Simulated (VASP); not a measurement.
Runs of VASP 6.6.1 on Si. The structure is that of space group C2 (No. 5), or close to it. The cells are those of the table. 

| cell | gap on the mesh (eV) | pressure (GPa) | largest force (eV/Å) |
| --- | --- | --- | --- |
| a = 7.139, b = 7.139, c = 6.513 Å, angles 96.8, 96.8, 31.1°, 8 atoms | 0.50 | (b) | (c) |
| a = 6.978, b = 6.978, c = 6.810 Å, angles 97.3, 97.3, 31.0°, 8 atoms | none | -2.2 | (a) |
| a = 7.463, b = 7.463, c = 5.919 Å, angles 95.9, 95.9, 31.1°, 8 atoms | none | 0.8 | 1.30 |
| a = 7.382, b = 7.382, c = 6.067 Å, angles 96.2, 96.2, 31.1°, 8 atoms | none | -2.8 | 1.39 |

Alike in all rows: task single point; level PBE; potentials or basis VASP PAW PBE potentials, release 64 (Si); no spin polarisation; k mesh 10 × 10 × 6; cutoff (eV) 520; smearing gaussian 0.03 eV.

Q: Fill in the values left out.

A: (a) 1.68; (b) -1.4; (c) 0.88.

Caveats: forces of over 1 eV/Å act on the atoms, so gaps and moduli don't describe the material at rest (some runs).

A k mesh can miss the band edges.

A gap of «none» marks levels without a gap at the run's occupations.
